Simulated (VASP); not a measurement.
# HfN (Fmmm) in VASP: relaxation of cell and atoms with PBE

Aim: the relaxation of cell and atoms of HfN with PBE.

Program: VASP 6.6.1. These are calculated values, not measurements. Logs are shortened: lines on timing, memory, paths and dates and some standing lists are left out, and cuts for length are marked.

### 1 The cell of the first run

Symmetry: Fmmm, No. 69, orthorhombic system. The conventional cell has a = 5.383 Å, b = 5.488 Å, c = 6.826 Å, α = 90.00°, β = 90.00°, γ = 90.00°. Within 2.0 Å of Hf (site symmetry mm2) lie 2 N at 1.47 Å. N (site symmetry 2/m) has 2 Hf at 1.47 Å within 2.0 Å.

The cell was generated, and may not be a known phase.

### 2 Relaxation of cell and atoms, PBE

INCAR

```
ALGO = All ; EDIFF = 1E-7
EDIFFG = -0.04 ; ENCUT = 800
GGA = PE ; GGA_COMPAT = F
IBRION = 2 ; ISEARCH = 1
ISIF = 3 ; ISMEAR = 0
KPAR = 4 ; LASPH = T
LCHARG = F ; LREAL = F
LWAVE = F ; NELM = 300
NELMIN = 4 ; NSW = 90
PREC = Accurate ; SIGMA = 0.1
```

KPOINTS

```
k-points
0
Gamma
  6 6 6
```

POSCAR

```
HfN
1.0
    0.0000000000      2.7439062123      3.4129540546
    2.6913174185      0.0000000000      3.4129540546
    2.6913174185      2.7439062123      0.0000000000
Hf N
2 2
Direct
    0.6639998606      0.6639998606      0.3360001394
    0.3360001394      0.3360001394      0.6639998606
    0.0000000000      0.5000000000      0.0000000000
    0.5000000000      0.0000000000      0.5000000000
```

Potentials or basis: VASP PAW PBE potentials, release 64 (Hf_pv, N).

Command:

```console
> cat potpaw_PBE.64/Hf_pv/POTCAR potpaw_PBE.64/N/POTCAR > POTCAR
> mpirun -np 4 vasp_std > vasp.out
```

OUTCAR:

```text
EDIFF = 1E-7
   EDIFFG = -0.04
   ENCUT = 800
   GGA = PE
   IBRION = 2
   ISIF = 3
   ISMEAR = 0
   LASPH = T
   LREAL = F
   NELM = 300
   NELMIN = 4
   NSW = 90
   PREC = Accurate

 ion  position               nearest neighbor table
   1  0.664  0.664  0.336-   3 1.47   4 1.47   2 2.24   2 2.94   2 2.94   2 2.98   2 2.98
   2  0.336  0.336  0.664-   3 1.47   4 1.47   1 2.24   1 2.94   1 2.94   1 2.98   1 2.98
   3  0.000  0.500  0.000-   1 1.47   2 1.47
   4  0.500  0.000  0.500-   1 1.47   2 1.47

  LATTYP: Found a face centered orthorhombic cell.
 ALAT       =     5.3826348370
 B/A-ratio  =     1.0195401677
 C/A-ratio  =     1.2681350892

  Lattice vectors:

 A1 = (   0.0000000000,   2.7439062123,   3.4129540546)
 A2 = (   2.6913174185,   0.0000000000,   3.4129540546)
 A3 = (   2.6913174185,   2.7439062123,   0.0000000000)

Analysis of symmetry for initial positions (statically):
=====================================================================
 Subroutine PRICEL returns:
 Original cell was already a primitive cell.

 Routine SETGRP: Setting up the symmetry group for a
 face centered orthorhombic supercell.

 Subroutine GETGRP returns: Found  8 space group operations
 (whereof  8 operations were pure point group operations)
 out of a pool of  8 trial point group operations.

The static configuration has the point symmetry D_2h.

Analysis of symmetry for dynamics (positions and initial velocities):
=====================================================================
 Subroutine PRICEL returns:
 Original cell was already a primitive cell.

 Routine SETGRP: Setting up the symmetry group for a
 face centered orthorhombic supercell.

 Subroutine GETGRP returns: Found  8 space group operations
 (whereof  8 operations were pure point group operations)
 out of a pool of  8 trial point group operations.

The dynamic configuration has the point symmetry D_2h.

 Subroutine INISYM returns: Found  8 space group operations
 (whereof  8 operations are pure point group operations),
 and found     1 'primitive' translations

----------------------------------------------------------------------------------------

                                     Primitive cell

  volume of cell :      50.4074

  direct lattice vectors                    reciprocal lattice vectors
[... 109 lines left out ...]
   IMIX   =      4    mixing-type and parameters
     AMIX     =   0.40;   BMIX     =  1.00
     AMIX_MAG =   1.60;   BMIX_MAG =  1.00
  volume/ion in A,a.u.               =      12.60        85.04
  Fermi-wavevector in a.u.,A,eV,Ry     =   1.377052  2.602251 25.800354  1.896273
  Thomas-Fermi vector in A             =   2.502241
   LORBIT       =      0    0 simple, 1 ext, 2 COOP (PROOUT), +10 PAW based schemes
   GGA     = PE    functional components
   LHFCALC =     F    Hartree Fock is set to
   AEXX    =    0.0000 exact exchange contribution
   IVDW    =     0    specifies the selected vdW correction
   LEPSILON=     F    determine dielectric tensor
   LRPA    =     F    only Hartree local field effects (RPA)
 conjugate gradient relaxation of ions
 non-spin polarized calculation
 Gauss-broadening in eV      SIGMA  =   0.10
  energy-cutoff  :      800.00
  volume of cell :       50.41
 maximum number of plane-waves:      2612
   NGX = 21   NGY = 21   NGZ = 17

--------------------------------------- Ionic step        1  -------------------------------------------

 number of electron      30.0000001 magnetization

 Free energy of the ion-electron system (eV)
  ---------------------------------------------------
  ext. energy  EPLUGINS =         0.00000000
  ---------------------------------------------------
  free energy    TOTEN  =        -6.49699407 eV

  energy without entropy =       -6.48820708  energy(sigma->0) =       -6.49260057

------------------------ aborting loop because EDIFF is reached ----------------------------------------

  FORCE on cell =-STRESS in cart. coord.  units (eV):
  Direction    XX          YY          ZZ          XY          YZ          ZX
  --------------------------------------------------------------------------------------
  -------------------------------------------------------------------------------------
  Total      174.7244955      8.0180306     50.9904970      0.0000000      0.0000000      0.0000000
  in kB     5553.5380913    254.8494321   1620.7095999      0.0000000      0.0000000      0.0000000
  external PRESSURE =    2476.3657078 kB  Pullay stress =       0.0000000 kB
[... 39 lines left out ...]
 VOLUME and BASIS-vectors are now :
 -----------------------------------------------------------------------------
  energy-cutoff  :      800.00
  volume of cell :      277.42
      direct lattice vectors                 reciprocal lattice vectors
     0.000000000  3.009249542  5.511849901    -0.059789212  0.166154383  0.090713646
     8.362712719  0.000000000  5.511849901     0.059789212 -0.166154383  0.090713646
     8.362712719  3.009249542  0.000000000     0.059789212  0.166154383 -0.090713646

 POSITION                                       TOTAL-FORCE (eV/Angst)
 -----------------------------------------------------------------------------------
      8.36271      3.00925      5.46920         0.000000      0.000000-197783.578377
      8.36271      3.00925      5.55450         0.000000      0.000000 197783.578377
      4.18136      0.00000      2.75592         0.000000      0.000000     -0.000000
      4.18136      3.00925      2.75592        -0.000000      0.000000     -0.000000
 -----------------------------------------------------------------------------------
    total drift:                                0.000000      0.000000     -0.000000
[... 1651 lines left out ...]
     18       5.8703      0.00000
     19       6.8484      0.00000

 [... further k-points ...]

[... ionic steps 4 to 27 ...]

--------------------------------------- Ionic step       28  -------------------------------------------

 number of electron      30.0000003 magnetization

------------------------ aborting loop because EDIFF is reached ----------------------------------------
[... 71 lines left out ...]
--------------------------------------- Ionic step       30  -------------------------------------------

 number of electron      30.0000003 magnetization

 Free energy of the ion-electron system (eV)
  ---------------------------------------------------
  ext. energy  EPLUGINS =         0.00000000
  ---------------------------------------------------
  free energy    TOTEN  =       -35.92218275 eV

  energy without entropy =      -35.91437047  energy(sigma->0) =      -35.91827661

 E-fermi :   2.1150     XC(G=0):  -9.0157

 val. band max:        2.0775570844   @ k =   0.5000   0.5000   0.0000
 cond. band min:       2.1465445671   @ k =   0.0000   0.3333   0.3333
 fundamental gap:      0.0689874827
 Fermi energy:         2.1150210751
[... 559 lines left out ...]
  FREE ENERGIE OF THE ION-ELECTRON SYSTEM (eV)
  ---------------------------------------------------
  free  energy   TOTEN  =       -35.9221827523 eV

  energy  without entropy=      -35.9143704521  energy(sigma->0) =      -35.91827660

 reached required accuracy - stopping structural energy minimisation
```

CONTCAR:

```text
HfN
   1.00000000000000
    -0.0000000000000000    2.6780163122715579    5.5735420313973512
     3.0566223206091969    0.0000000000000000    5.5735420313973512
     3.0566223206091969    2.6780163122715579    0.0000000000000000
  Hf              N
     2     2
Direct
     0.3547073703660701    0.3547073703660701    0.6452926296339301
     0.6452926296339301    0.6452926296339301    0.3547073703660701
     1.0000000000000000    0.5000000000000000    0.0000000000000000
     0.5000000000000000    1.0000000000000000    0.5000000000000000

  0.00000000E+00  0.00000000E+00  0.00000000E+00
  0.00000000E+00  0.00000000E+00  0.00000000E+00
  0.00000000E+00  0.00000000E+00  0.00000000E+00
  0.00000000E+00  0.00000000E+00  0.00000000E+00
```

Wall time 37 min (4 MPI ranks of Intel Xeon 6975P-C (Granite Rapids), shared host); peak memory 0.41 GiB.

What came out:

```
Free energy                           : -35.9222 eV
Relaxed volume                        : 22.81 Å³/atom
Relaxed cell                          : a = 6.184 Å, b = 6.357 Å, c = 4.064 Å, α = 68.80°, β = 73.42°, γ = 37.79°
Space group after relaxing (to 0.1 Å) : Fmmm (No. 69)
Pressure after relaxing               : 0.1 GPa
Band gap on the k mesh                : zero (bands 15 and 16 overlap by 0.59 eV)
```

Final structure:
```
CELL_PARAMETERS angstrom
0.00000 2.67802 5.57354
3.05662 0.00000 5.57354
3.05662 2.67802 0.00000
ATOMIC_POSITIONS crystal
Hf 0.35471 0.35471 0.64529
Hf 0.64529 0.64529 0.35471
N 0.00000 0.50000 0.00000
N 0.50000 0.00000 0.50000
```

Caveat: the volume moved by over 15 % at a fixed basis, so the end points are rough; spin-orbit coupling is left out, which moves the levels of the heavy elements.

The gap in the log of VASP goes by the Fermi energy; the results here count the filled bands.